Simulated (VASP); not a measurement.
# GaP (I-4m2) in VASP: single point with PBE

Aim: the single point of GaP with PBE.

Program: VASP 6.6.1. These are calculated values, not measurements. Logs are shortened: lines on timing, memory, paths and dates and some standing lists are left out, and cuts for length are marked.

## (1) The cell of the first run

It takes space group I-4m2 (No. 119, tetragonal). Conventional cell: a = 3.934 Å, b = 3.934 Å, c = 5.232 Å, α = 90.00°, β = 90.00°, γ = 90.00°. Within 3.1 Å of Ga (site symmetry -4m2) lie 4 P at 2.36 Å. Within 3.1 Å of P (site symmetry -4m2) lie 4 Ga at 2.36 Å.

## (2) Single point, PBE (z stretched by -4 % at fixed volume)

Input file INCAR:

```
PREC = Accurate
ENCUT = 520
EDIFF = 1E-6
ISMEAR = -1
SIGMA = 0.05
LREAL = F
LASPH = T
NELM = 80
ALGO = Normal
ISIF = 2
LWAVE = F
LCHARG = F
GGA = PE
NBANDS = 16
```

Input file KPOINTS:

```
Automatic mesh
0
Gamma
  10 10 10
```

Input file POSCAR:

```
GaP
1.0
    0.0000000000      2.7814466341      2.6162400000
    2.7814466341      0.0000000000      2.6162400000
    2.7814466341      2.7814466341      0.0000000000
Ga P
1 1
Direct
    0.0000000000      0.0000000000      0.0000000000
    0.7500000000      0.7500000000      0.7500000000
```

Potentials or basis: VASP PAW PBE potentials, release 64 (Ga_d, P).

Launch:

```
> cat potpaw_PBE.64/Ga_d/POTCAR potpaw_PBE.64/P/POTCAR > POTCAR
> mpirun -np 1 vasp_std > vasp.out
```

OUTCAR:

```text
PREC = Accurate
   ENCUT = 520
   EDIFF = 1E-6
   ISMEAR = -1
   LREAL = F
   LASPH = T
   NELM = 80
   ISIF = 2
   GGA = PE

 ion  position               nearest neighbor table
   1  0.000  0.000  0.000-   2 2.36   2 2.36   2 2.36   2 2.36
   2  0.750  0.750  0.750-   1 2.36   1 2.36   1 2.36   1 2.36

  LATTYP: Found a body centered tetragonal cell.
 ALAT       =     3.9335595530
 C/A-ratio  =     1.3302150201

  Lattice vectors:

 A1 = (   0.0000000000,  -2.7814466341,  -2.6162400000)
 A2 = (   0.0000000000,   2.7814466341,  -2.6162400000)
 A3 = (   2.7814466341,   0.0000000000,   2.6162400000)

Analysis of symmetry for initial positions (statically):
=====================================================================
 Subroutine PRICEL returns:
 Original cell was already a primitive cell.

 Routine SETGRP: Setting up the symmetry group for a
 body centered tetragonal supercell.

 Subroutine GETGRP returns: Found  8 space group operations
 (whereof  8 operations were pure point group operations)
 out of a pool of 16 trial point group operations.

The static configuration has the point symmetry D_2d.

Analysis of symmetry for dynamics (positions and initial velocities):
=====================================================================
 Subroutine PRICEL returns:
 Original cell was already a primitive cell.

 Routine SETGRP: Setting up the symmetry group for a
 body centered tetragonal supercell.

 Subroutine GETGRP returns: Found  8 space group operations
 (whereof  8 operations were pure point group operations)
 out of a pool of 16 trial point group operations.

The dynamic configuration has the point symmetry D_2d.

 Subroutine INISYM returns: Found  8 space group operations
 (whereof  8 operations are pure point group operations),
 and found     1 'primitive' translations

----------------------------------------------------------------------------------------

                                     Primitive cell

  volume of cell :      40.4808

  direct lattice vectors                    reciprocal lattice vectors
     0.000000000  2.781446634  2.616240000    -0.179762572  0.179762572  0.191113965
     2.781446634  0.000000000  2.616240000     0.179762572 -0.179762572  0.191113965
     2.781446634  2.781446634  0.000000000     0.179762572  0.179762572 -0.191113965

[... 73 lines left out ...]
 SYSTEM =  unknown system
   PREC   = accura    normal or accurate (medium, high low for compatibility)
   ISTART =      0    job   : 0-new  1-cont  2-samecut
   ICHARG =      2    charge: 1-file 2-atom 10-const
   ISPIN  =      1    spin polarized calculation?
   LNONCOLLINEAR =      F non collinear calculations
   LSORBIT =      F    spin-orbit coupling
   LASPH  =      T    aspherical Exc in radial PAW
   ENCUT  =  520.0 eV  38.22 Ry    6.18 a.u.   7.10  7.10  7.31*2*pi/ulx,y,z
   NELM   =     80;   NELMIN=  2; NELMDL= -5     # of ELM steps
   EDIFF  = 0.1E-05   stopping-criterion for ELM
   LREAL  =      F    real-space projection
   EDIFFG = 0.1E-04   stopping-criterion for IOM
   NSW    =      0    number of steps for IOM
   IBRION =     -1    ionic relax: 0-MD 1-quasi-New 2-CG
   NFREE  =      0    steps in history (QN), initial steepest desc. (CG)
   ISIF   =      2    stress and relaxation
   ISYM   =      2    0-nonsym 1-usesym 2-fastsym
   POTIM  = 0.5000    time-step for ionic-motion
   TEBEG  =    0.0;   TEEND  =   0.0 temperature during run
   PSTRESS=    0.0 pullay stress
   NELECT =      18.0000    total number of electrons
   NUPDOWN=      -1.0000    fix difference up-down
   EMIN   =  10.00;   EMAX   =-10.00  energy-range for DOS
   EFERMI =   0.00;   METHOD = LEGACY
   ISMEAR =    -1;   SIGMA  =   0.05  broadening in eV -4-tet -1-fermi 0-gaus
   EFERMI_NEDOS =   21; number of points for ismear=-14 and -15
   IALGO  =     38    algorithm
   IMIX   =      4    mixing-type and parameters
     AMIX     =   0.40;   BMIX     =  1.00
     AMIX_MAG =   1.60;   BMIX_MAG =  1.00
  volume/ion in A,a.u.               =      20.24       136.59
  Fermi-wavevector in a.u.,A,eV,Ry     =   1.249538  2.361284 21.243377  1.561344
  Thomas-Fermi vector in A             =   2.383574
   LORBIT       =      0    0 simple, 1 ext, 2 COOP (PROOUT), +10 PAW based schemes
   GGA     = PE    functional components
   LHFCALC =     F    Hartree Fock is set to
   AEXX    =    0.0000 exact exchange contribution
   IVDW    =     0    specifies the selected vdW correction
   LEPSILON=     F    determine dielectric tensor
   LRPA    =     F    only Hartree local field effects (RPA)
 non-spin polarized calculation
  energy-cutoff  :      520.00
  volume of cell :       40.48
 maximum number of plane-waves:      1110
   NGX = 15   NGY = 15   NGZ = 15

 number of electron      18.0000000 magnetization

 Free energy of the ion-electron system (eV)
  ---------------------------------------------------
  ext. energy  EPLUGINS =         0.00000000
  ---------------------------------------------------
  free energy    TOTEN  =        -9.09670546 eV

  energy without entropy =       -9.09670534  energy(sigma->0) =       -9.09670540

 E-fermi :   5.3587     XC(G=0):  -9.8380

 val. band max:        4.8575648385   @ k =   0.0000   0.0000   0.0000
 cond. band min:       5.8921185096   @ k =   0.4000   0.4000   0.0000
 fundamental gap:      1.0345536711
 Fermi energy:         5.3586814322

 k-point     1 :       0.0000    0.0000    0.0000
  band No.  band energies     occupation
      1      -9.9064      2.00000
      2      -9.9064      2.00000
      3      -9.8885      2.00000
      4      -9.8080      2.00000
      5      -9.7971      2.00000
      6      -7.8322      2.00000
[... 433 lines left out ...]
      3      -9.8545      2.00000
      4      -9.8372      2.00000
      5      -9.7764      2.00000
      6      -5.7351      2.00000
[... 8 lines left out ...]
     15      16.2701      0.00000
     16      18.6362      0.00000

 [... further k-points ...]
[... 5 lines left out ...]
  --------------------------------------------------------------------------------------
  -------------------------------------------------------------------------------------
  Total        0.2547318      0.2547318      1.2633610      0.0000000     -0.0000000     -0.0000000
  in kB       10.0819525     10.0819525     50.0021897      0.0000000     -0.0000000     -0.0000000
  external PRESSURE =      23.3886982 kB  Pullay stress =       0.0000000 kB

 VOLUME and BASIS-vectors are now :
 -----------------------------------------------------------------------------
  energy-cutoff  :      520.00
  volume of cell :       40.48
      direct lattice vectors                 reciprocal lattice vectors
     0.000000000  2.781446634  2.616240000    -0.179762572  0.179762572  0.191113965
     2.781446634  0.000000000  2.616240000     0.179762572 -0.179762572  0.191113965
     2.781446634  2.781446634  0.000000000     0.179762572  0.179762572 -0.191113965

 POSITION                                       TOTAL-FORCE (eV/Angst)
 -----------------------------------------------------------------------------------
      0.00000      0.00000      0.00000        -0.000000     -0.000000     -0.000000
      4.17217      4.17217      3.92436         0.000000      0.000000      0.000000
 -----------------------------------------------------------------------------------
    total drift:                               -0.000003     -0.000003     -0.000014

  FREE ENERGIE OF THE ION-ELECTRON SYSTEM (eV)
  ---------------------------------------------------
  free  energy   TOTEN  =        -9.0967054579 eV

  energy  without entropy=       -9.0967053420  energy(sigma->0) =       -9.09670540
```

OSZICAR:

```text
N       E                     dE             d eps       ncg     rms          rms(c)
DAV:   1     0.798703729224E+02    0.79870E+02   -0.89991E+03  3416   0.162E+03
DAV:   2    -0.315883460449E+01   -0.83029E+02   -0.78926E+02  3816   0.309E+02
DAV:   3    -0.926883298678E+01   -0.61100E+01   -0.60909E+01  4056   0.650E+01
DAV:   4    -0.936508888062E+01   -0.96256E-01   -0.96237E-01  4184   0.880E+00
DAV:   5    -0.936693021138E+01   -0.18413E-02   -0.18413E-02  4192   0.107E+00    0.424E+00
DAV:   6    -0.912308524297E+01    0.24384E+00   -0.38123E-01  5112   0.105E+01    0.280E+00
DAV:   7    -0.909597332409E+01    0.27112E-01   -0.95411E-02  4272   0.208E+00    0.112E+00
DAV:   8    -0.909617906653E+01   -0.20574E-03   -0.13179E-02  3912   0.138E+00    0.197E-01
DAV:   9    -0.909656925169E+01   -0.39019E-03   -0.12886E-03  4216   0.489E-01    0.790E-02
DAV:  10    -0.909663764036E+01   -0.68389E-04   -0.10965E-04  5160   0.115E-01    0.380E-02
DAV:  11    -0.909670577600E+01   -0.68136E-04   -0.92319E-05  3936   0.788E-02    0.495E-03
DAV:  12    -0.909670545791E+01    0.31809E-06   -0.25741E-06  3952   0.206E-02
   1 F= -.90967055E+01 E0= -.90967054E+01  d E =-.115948E-06
```

stdout:

```text
POSCAR found type information on POSCAR GaP
 POSCAR found :  2 types and       2 ions
 scaLAPACK will be used
 LDA part: xc-table for (Slater+PW92), standard interpolation
 POSCAR, INCAR and KPOINTS ok, starting setup
 FFT: planning ... GRIDC
 FFT: planning ... GRID_SOFT
 FFT: planning ... GRID
 WAVECAR not read
 entering main loop
```

Run time: 42 s. Hardware: 1 thread of Intel Xeon Platinum 8375C at 2.90GHz (Ice Lake), shared host; peak memory 0.2 GiB.

What came out:

```
Free energy            : -9.0967 eV
Pressure               : 2.3 GPa
Band gap on the k mesh : 1.03 eV, indirect (least direct gap 1.59 eV)
```

 A k mesh can miss the band edges.
